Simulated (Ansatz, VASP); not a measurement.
One calculation of In4H3, two programs

INCAR

```
SYSTEM = In4H3
  PREC = Accurate
  ENCUT = 520
  EDIFF = 1E-6
  ISMEAR = 0
  SIGMA = 0.1
  LREAL = .False.
  LASPH = .True.
  NELM = 60
  ALGO = Normal
  ISIF = 2
  LWAVE = .False.
  LCHARG = .False.
  GGA = PE
  NBANDS = 36
```

KPOINTS

```
regular mesh
0
Gamma
  4 4 4
  0 0 0
```

Contents of POSCAR:

```
In4H3
1.0
    5.1223892300      0.0000000000      0.0000000000
    0.0000000000      5.1223892300      0.0000000000
    0.0000000000      0.0000000000      5.1223892300
In H
4 3
Direct
    0.7237776700      0.2762223300      0.2762223300
    0.2762223300      0.7237776700      0.2762223300
    0.2762223300      0.2762223300      0.7237776700
    0.7237776700      0.7237776700      0.7237776700
    0.0000000000      0.0000000000      0.5000000000
    0.5000000000      0.0000000000      0.0000000000
    0.0000000000      0.5000000000      0.0000000000
```

Input for Ansatz:

```yaml
crystal:
  lattice:
    - [5.12238923, 0.0, 0.0]
    - [0.0, 5.12238923, 0.0]
    - [0.0, 0.0, 5.12238923]
  atoms:
    - { symbol: In, position: [0.72377767, 0.27622233, 0.27622233] }
    - { symbol: In, position: [0.27622233, 0.72377767, 0.27622233] }
    - { symbol: In, position: [0.27622233, 0.27622233, 0.72377767] }
    - { symbol: In, position: [0.72377767, 0.72377767, 0.72377767] }
    - { symbol: H, position: [0.0, 0.0, 0.5] }
    - { symbol: H, position: [0.5, 0.0, 0.0] }
    - { symbol: H, position: [0.0, 0.5, 0.0] }
basis:
  ecutwfc: 420
kpoints:
  mp_grid: { grid: [4, 4, 4] }
hamiltonian:
  xc: pbe
scf:
  occupations: { method: gaussian, width: 0.1 }
  lower_state_search: "off"
output:
  forces: true
  stress: true
  eigenvalues: true
```

Change from the starting cell: species swapped into the Si3As4 type (P-43m, No. 215).

Alike in both runs: task single point; functional PBE; k mesh 4 × 4 × 4; occupations gaussian, width 0.1 eV; no spin polarisation.

```csv
,VASP,Ansatz
version,VASP 6.6.1,Ansatz 0.2.0
potentials or method,"VASP PAW PBE potentials, release 64 (In_d, H), cutoff 520 eV","scalar-relativistic, plane waves, PAW"
valence electrons in the cell,55,55
```

VASP gave:

```
gap on the k mesh at the Fermi level (eV) : none
pressure (GPa)                            : -0.2
rms of the force components (eV/Å)        : 0.124
```

**Question.** Which values does Ansatz return?

**Answer.** gap on the k mesh at the Fermi level (eV): none; pressure (GPa): -0.2; rms of the force components (eV/Å): 0.125.

Atom by atom the forces differ by 0.001 eV/Å (rms over components). A gap of «none» marks a metal or a gap that the smearing closes. With one functional, cell and mesh, what is left measures potentials, basis and numerics.
